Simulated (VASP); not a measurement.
In:

```
In
1.0
     3.33548    0.00000    0.00000
    -1.66774    2.88861    0.00000
     0.00000    0.00000    5.50914
In
2
Direct
  0.66667 0.33333 0.75000
  0.33333 0.66667 0.25000
```

This isn't the form of In at room conditions, which is tetragonal.

| Quantity | Value |
| --- | --- |
| Program | VASP 6.6.1 |
| Task | relaxation of cell and atoms |
| Functional | BLYP |
| Dispersion | D3(BJ) |
| Potentials or basis | VASP PAW PBE potentials, release 64 (In_d) |
| Cutoff | 600 eV |
| k mesh | 9 × 9 × 5 |
| Occupations | fermi-dirac, width 0.05 eV |
| Spin | no spin polarisation |

At the start: pressure 0.8 GPa; volume 26.54 Å³/atom.

Where does the relaxation end?

Over 15 steps the energy falls by 9.1 meV/atom and the volume is 27.14 Å³/atom (+2.3 %); space group P6_3/mmc (No. 194, to 0.1 Å) before and after.

Step by step:
```csv
step,energy change (eV),largest force (eV/Å),pressure (GPa),volume (Å³)
1,0.0000,0.0000,0.80,53.08
2,-0.0040,0.0000,0.19,54.10
3,-0.0045,0.0000,-0.07,54.54
4,-0.0045,0.0000,-0.12,54.64
5,-0.0062,0.0000,-0.18,54.74
6,-0.0115,0.0000,-0.35,55.02
7,-0.0147,0.0000,-0.70,55.50
8,-0.0152,0.0000,-0.61,55.25
9,-0.0158,0.0000,-0.65,55.42
10,-0.0159,0.0000,-0.63,55.35
11,-0.0173,0.0000,-0.45,55.00
12,-0.0174,0.0000,-0.23,54.78
13,-0.0174,0.0000,-0.33,54.84
14,-0.0180,0.0000,-0.23,54.64
15,-0.0183,0.0000,0.00,54.28
```

Final structure:
```xyz
2
Lattice="3.2717 0.0000 0.0000 -1.6358 2.8334 0.0000 0.0000 0.0000 5.8552" Properties=species:S:1:pos:R:3 pbc="T T T"
In    1.6358    0.9445    4.3914
In    0.0000    1.8889    1.4638
```

Caveat: the PAW data sets were made with another functional, which shifts forces and pressure a little.
